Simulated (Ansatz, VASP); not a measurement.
## Si3N4 in VASP and in Ansatz

```
Si N
1.0
     0.00000    3.93318    3.93318
     3.93318    0.00000    3.93318
     3.93318    3.93318    0.00000
Si N
6 8
Direct
  0.12500 0.12500 0.62500
  0.12500 0.62500 0.12500
  0.62500 0.12500 0.12500
  0.12500 0.12500 0.12500
  0.75000 0.75000 0.75000
  0.50000 0.50000 0.50000
  0.36736 0.36736 0.36736
  0.35209 0.88264 0.88264
  0.88264 0.88264 0.35209
  0.88264 0.35209 0.88264
  0.36736 0.36736 0.89791
  0.36736 0.89791 0.36736
  0.88264 0.88264 0.88264
  0.89791 0.36736 0.36736
```

Alike in both runs: functional PBE; k mesh 6 × 6 × 6; occupations gaussian, width 0.02 eV; no spin polarisation.

Ansatz relaxed the structure, and its values are those at the end. VASP's run is a single point on that final structure, the one shown.

```csv
,VASP,Ansatz
version,VASP 6.6.1,Ansatz 0.2.0
potentials or method,"VASP PAW PBE potentials, release 64 (Si, N), cutoff 520 eV","scalar-relativistic, plane waves, PAW"
valence electrons in the cell,64,64
```

|  | VASP | Ansatz | Ansatz less VASP |
| --- | --- | --- | --- |
| gap on the k mesh at the Fermi level (eV) | 3.22 | 3.23 | +0.011 |
| least direct gap on the mesh (eV) | 3.27 | 3.28 | +0.010 |
| pressure (GPa) | -8.3 | -8.1 | +0.15 |

Ansatz's warnings: stress scf threshold loose.
